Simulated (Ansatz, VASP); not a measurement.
## One calculation of Be2C, two programs

```
Be C
1.0
     0.00000    2.12064    2.12064
     2.12064    0.00000    2.12064
     2.12064    2.12064    0.00000
Be C
2 1
Direct
  0.25000 0.25000 0.25000
  0.75000 0.75000 0.75000
  0.00000 0.00000 0.00000
```

Alike in both runs: functional revPBE; dispersion D3(BJ); k mesh 8 × 8 × 8; no spin polarisation.

Ansatz relaxed the structure, and its values are those at the end. VASP's run is a single point on that final structure, the one shown.

```csv
,VASP,Ansatz
version,VASP 6.6.1,Ansatz 0.2.0
potentials or method,"VASP PAW PBE potentials, release 64 (Be, C)","plane waves, PAW"
plane-wave cutoff (eV),600,420
occupations,"gaussian, width 0.01 eV",fixed
valence electrons in the cell,8,8
```

|  | VASP | Ansatz | Ansatz less VASP |
| --- | --- | --- | --- |
| pressure (GPa) | 0.1 | 0.0 | -0.12 |

VASP's potentials were made for PBE, not for revPBE.
